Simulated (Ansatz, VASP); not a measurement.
# One calculation of Sc3Al, two programs

```
CELL_PARAMETERS angstrom
4.37479 0.00000 0.00000
0.00000 4.37479 0.00000
0.00000 0.00000 4.37479
ATOMIC_POSITIONS crystal
Sc 0.50000 0.00000 0.50000
Sc 0.00000 0.50000 0.50000
Sc 0.50000 0.50000 0.00000
Al 0.00000 0.00000 0.06857
```

Alike in both runs: task single point; functional PBEsol; k mesh 12 × 12 × 12; occupations gaussian, width 0.15 eV; no spin polarisation.

|  | VASP | Ansatz |
| --- | --- | --- |
| version | VASP 6.6.1 | Ansatz 0.2.0 |
| potentials or method | VASP PAW PBE potentials, release 64 (Sc_sv, Al), cutoff 520 eV | scalar-relativistic, plane waves, PAW |
| valence electrons in the cell | 36 | 36 |

Ansatz gave:

```
gap on the k mesh at the Fermi level (eV)                     : none
pressure (GPa)                                                : 1.1
traceless stress, the component that is largest in VASP (GPa) : 0.10
rms of the force components (eV/Å)                            : 0.464
```

Task: Estimate VASP's values.

Result: gap on the k mesh at the Fermi level (eV): none; pressure (GPa): 1.2; traceless stress, the component that is largest in VASP (GPa): 0.10; rms of the force components (eV/Å): 0.466.

VASP's potentials were made for PBE, not for PBEsol. Atom by atom the forces differ by 0.003 eV/Å (rms over components). A gap of «none» marks a metal or a gap that the smearing closes. With one functional, cell and mesh, what is left measures potentials, basis and numerics.
